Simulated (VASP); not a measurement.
# BeAu2S2 (P4/mmm) in VASP: notebook

BeAu2S2 is run at these levels: PBE; tasks: single point, relaxation of cell and atoms.

Program: VASP 6.6.1. These are calculated values, not measurements. Logs are shortened: lines on timing, memory, paths and dates and some standing lists are left out, and cuts for length are marked.

## Step 1: The cell of the first run

The structure is tetragonal, space group P4/mmm (No. 123). The conventional cell has a = 4.381 Å, b = 4.381 Å, c = 4.830 Å, α = 90.00°, β = 90.00°, γ = 90.00°. Be (site symmetry 4/mmm) has 4 S at 2.19 Å within 2.9 Å. S (site symmetry mmm) has 2 Be at 2.19 Å and 2 Au at 2.42 Å within 2.9 Å. Within 3.3 Å of Au (site symmetry mmm) lie 2 S at 2.42 Å and 4 Au at 3.10 Å and 4 Be at 3.26 Å.

The cell was built from a structure type or drawn by symmetry, and may not be a known phase.

## Step 2: Single point, PBE

Contents of INCAR:

```
SYSTEM = BeAu2S2
PREC     = Accurate       ! precision mode
ENCUT    = 520            ! plane-wave cutoff, eV
EDIFF    = 1E-6           ! SCF threshold, eV
ISMEAR   = 0              ! smearing method
SIGMA    = 0.1            ! smearing width, eV
LREAL    = .FALSE.        ! projectors in reciprocal space
LASPH    = .TRUE.         ! aspherical terms in the spheres
NELM     = 80             ! most SCF steps
ALGO     = Normal         ! electronic algorithm
ISIF     = 2              ! what is computed and relaxed
LWAVE    = .FALSE.        ! write WAVECAR
LCHARG   = .FALSE.        ! write CHGCAR
GGA      = PE             ! functional
NBANDS   = 26             ! bands
```

Contents of KPOINTS:

```
Automatic mesh
0
G
  4 4 4
  0 0 0
```

Contents of POSCAR:

```
BeAu2S2
1.0
    4.3812759526      0.0000000000      0.0000000000
    0.0000000000      4.3812759526      0.0000000000
    0.0000000000      0.0000000000      4.8300979781
Be S Au
1 2 2
Direct
    0.5000000000      0.5000000000      0.5000000000
    0.0000000000      0.5000000000      0.5000000000
    0.5000000000      0.0000000000      0.5000000000
    0.0000000000      0.5000000000      0.0000000000
    0.5000000000      0.0000000000      0.0000000000
```

Potentials or basis: VASP PAW PBE potentials, release 64 (Be, S, Au).

On the command line:

```bash
> cat potpaw_PBE.64/Be/POTCAR potpaw_PBE.64/S/POTCAR potpaw_PBE.64/Au/POTCAR > POTCAR
> mpirun -np 1 vasp_std > vasp.out
```

OUTCAR:

```text
SYSTEM = BeAu2S2
   PREC = Accurate
   ENCUT = 520
   EDIFF = 1E-6
   ISMEAR = 0
   LREAL = .FALSE.
   LASPH = .TRUE.
   NELM = 80
   ISIF = 2
   GGA = PE

 ion  position               nearest neighbor table
   1  0.500  0.500  0.500-   2 2.19   3 2.19   3 2.19   2 2.19
   2  0.000  0.500  0.500-   1 2.19   1 2.19   4 2.42   4 2.42
   3  0.500  0.000  0.500-   1 2.19   1 2.19   5 2.42   5 2.42
   4  0.000  0.500  0.000-   2 2.42   2 2.42   5 3.10   5 3.10   5 3.10   5 3.10
   5  0.500  0.000  0.000-   3 2.42   3 2.42   4 3.10   4 3.10   4 3.10   4 3.10

  LATTYP: Found a simple tetragonal cell.
 ALAT       =     4.3812759526
 C/A-ratio  =     1.1024409397

  Lattice vectors:

 A1 = (   4.3812759526,   0.0000000000,   0.0000000000)
 A2 = (   0.0000000000,   4.3812759526,   0.0000000000)
 A3 = (   0.0000000000,   0.0000000000,   4.8300979781)

Analysis of symmetry for initial positions (statically):
=====================================================================
 Subroutine PRICEL returns:
 Original cell was already a primitive cell.

 Routine SETGRP: Setting up the symmetry group for a
 simple tetragonal supercell.

 Subroutine GETGRP returns: Found 16 space group operations
 (whereof 16 operations were pure point group operations)
 out of a pool of 16 trial point group operations.

The static configuration has the point symmetry D_4h.

Analysis of symmetry for dynamics (positions and initial velocities):
=====================================================================
 Subroutine PRICEL returns:
 Original cell was already a primitive cell.

 Routine SETGRP: Setting up the symmetry group for a
 simple tetragonal supercell.

 Subroutine GETGRP returns: Found 16 space group operations
 (whereof 16 operations were pure point group operations)
 out of a pool of 16 trial point group operations.

The dynamic configuration has the point symmetry D_4h.

 Subroutine INISYM returns: Found 16 space group operations
 (whereof 16 operations are pure point group operations),
 and found     1 'primitive' translations

----------------------------------------------------------------------------------------

                                     Primitive cell

  volume of cell :      92.7165

  direct lattice vectors                    reciprocal lattice vectors
     4.381275953  0.000000000  0.000000000     0.228244012  0.000000000  0.000000000
[... 85 lines left out ...]
   EDIFF  = 0.1E-05   stopping-criterion for ELM
   LREAL  =      F    real-space projection
   EDIFFG = 0.1E-04   stopping-criterion for IOM
   NSW    =      0    number of steps for IOM
   IBRION =     -1    ionic relax: 0-MD 1-quasi-New 2-CG
   NFREE  =      0    steps in history (QN), initial steepest desc. (CG)
   ISIF   =      2    stress and relaxation
   ISYM   =      2    0-nonsym 1-usesym 2-fastsym
   POTIM  = 0.5000    time-step for ionic-motion
   TEBEG  =    0.0;   TEEND  =   0.0 temperature during run
   PSTRESS=    0.0 pullay stress
   NELECT =      36.0000    total number of electrons
   NUPDOWN=      -1.0000    fix difference up-down
   EMIN   =  10.00;   EMAX   =-10.00  energy-range for DOS
   EFERMI =   0.00;   METHOD = LEGACY
   ISMEAR =     0;   SIGMA  =   0.10  broadening in eV -4-tet -1-fermi 0-gaus
   EFERMI_NEDOS =   21; number of points for ismear=-14 and -15
   IALGO  =     38    algorithm
   IMIX   =      4    mixing-type and parameters
     AMIX     =   0.40;   BMIX     =  1.00
     AMIX_MAG =   1.60;   BMIX_MAG =  1.00
  volume/ion in A,a.u.               =      18.54       125.14
  Fermi-wavevector in a.u.,A,eV,Ry     =   1.194327  2.256951 19.407584  1.426417
  Thomas-Fermi vector in A             =   2.330320
   LORBIT       =      0    0 simple, 1 ext, 2 COOP (PROOUT), +10 PAW based schemes
   GGA     = PE    functional components
   LHFCALC =     F    Hartree Fock is set to
   AEXX    =    0.0000 exact exchange contribution
   IVDW    =     0    specifies the selected vdW correction
   LEPSILON=     F    determine dielectric tensor
   LRPA    =     F    only Hartree local field effects (RPA)
 non-spin polarized calculation
 Gauss-broadening in eV      SIGMA  =   0.10
  energy-cutoff  :      520.00
  volume of cell :       92.72
 maximum number of plane-waves:      2533
 NGX is ok and might be reduce to    36
   NGX = 17   NGY = 17   NGZ = 17

 number of electron      35.9999998 magnetization

 Free energy of the ion-electron system (eV)
  ---------------------------------------------------
  ext. energy  EPLUGINS =         0.00000000
  ---------------------------------------------------
  free energy    TOTEN  =       -17.78449267 eV

  energy without entropy =      -17.77029042  energy(sigma->0) =      -17.77739154

 E-fermi :   5.7407     XC(G=0): -10.3586

 val. band max:        5.7070100067   @ k =   0.5000   0.2500   0.2500
 cond. band min:       5.7507585541   @ k =   0.5000   0.5000   0.5000
 fundamental gap:      0.0437485474
 Fermi energy:         5.7407430743

 k-point     1 :       0.0000    0.0000    0.0000
  band No.  band energies     occupation
      1      -9.0358      2.00000
      2      -6.8551      2.00000
      3       0.1288      2.00000
      4       0.1288      2.00000
      5       0.2003      2.00000
      6       0.5779      2.00000
[... 511 lines left out ...]
     25      12.7941      0.00000
     26      13.7031      0.00000

------------------------ aborting loop because EDIFF is reached ----------------------------------------

  FORCE on cell =-STRESS in cart. coord.  units (eV):
  Direction    XX          YY          ZZ          XY          YZ          ZX
  --------------------------------------------------------------------------------------
  -------------------------------------------------------------------------------------
  Total       -0.0990969     -0.0990969     -0.1077857      0.0000000     -0.0000000     -0.0000000
  in kB       -1.7124319     -1.7124319     -1.8625790      0.0000000     -0.0000000     -0.0000000
  external PRESSURE =      -1.7624810 kB  Pullay stress =       0.0000000 kB

 VOLUME and BASIS-vectors are now :
 -----------------------------------------------------------------------------
  energy-cutoff  :      520.00
  volume of cell :       92.72
      direct lattice vectors                 reciprocal lattice vectors
     4.381275953  0.000000000  0.000000000     0.228244012  0.000000000  0.000000000
     0.000000000  4.381275953  0.000000000     0.000000000  0.228244012  0.000000000
     0.000000000  0.000000000  4.830097978     0.000000000  0.000000000  0.207035138

 POSITION                                       TOTAL-FORCE (eV/Angst)
 -----------------------------------------------------------------------------------
      2.19064      2.19064      2.41505         0.000000      0.000000      0.000000
      0.00000      2.19064      2.41505         0.000000      0.000000      0.000000
      2.19064      0.00000      2.41505         0.000000      0.000000      0.000000
      0.00000      2.19064      0.00000         0.000000      0.000000      0.000000
      2.19064      0.00000      0.00000         0.000000      0.000000      0.000000
 -----------------------------------------------------------------------------------
    total drift:                                0.000000      0.000000     -0.000000

  FREE ENERGIE OF THE ION-ELECTRON SYSTEM (eV)
  ---------------------------------------------------
  free  energy   TOTEN  =       -17.7844926694 eV

  energy  without entropy=      -17.7702904178  energy(sigma->0) =      -17.77739154
```

stdout:

```text
POSCAR found type information on POSCAR BeS Au
 POSCAR found :  3 types and       5 ions
 scaLAPACK will be used
 LDA part: xc-table for (Slater+PW92), standard interpolation
 POSCAR, INCAR and KPOINTS ok, starting setup
 FFT: planning ... GRIDC
 FFT: planning ... GRID_SOFT
 FFT: planning ... GRID
 WAVECAR not read
 entering main loop
```

It took 17 s on 1 thread of Intel Xeon 6975P-C (Granite Rapids), shared host; peak memory 0.22 GiB.

What came out:

```
Free energy            : -17.7845 eV
Pressure               : -0.2 GPa
Band gap on the k mesh : zero (bands 18 and 19 overlap by 1.99 eV)
```

Levels at points of the mesh, in eV from the Fermi level:
```tsv
k point	band 15	band 16	band 17	band 18	band 19	band 20	band 21	band 22
(0.00, 0.00, 0.00)	-2.56	-2.40	-1.93	-0.90	-0.90	1.61	4.25	4.65
(0.50, 0.00, 0.00)	-3.26	-3.07	-2.20	-2.00	-1.21	-1.09	3.92	5.09
(0.50, 0.50, 0.00)	-2.86	-2.86	-0.81	0.50	1.01	1.01	1.66	2.62
(0.00, 0.00, 0.50)	-1.93	0.04	0.04	0.43	1.01	2.75	2.75	4.40
(0.50, 0.00, 0.50)	-2.56	-2.47	-1.12	-1.06	3.17	4.47	4.70	5.06
(0.50, 0.50, 0.50)	-1.54	-0.91	-0.91	0.01	0.61	1.18	4.32	4.32
```

Caveat: spin-orbit coupling is left out, which moves the levels of the heavy elements.

(Part 1 of 2 ends here.)
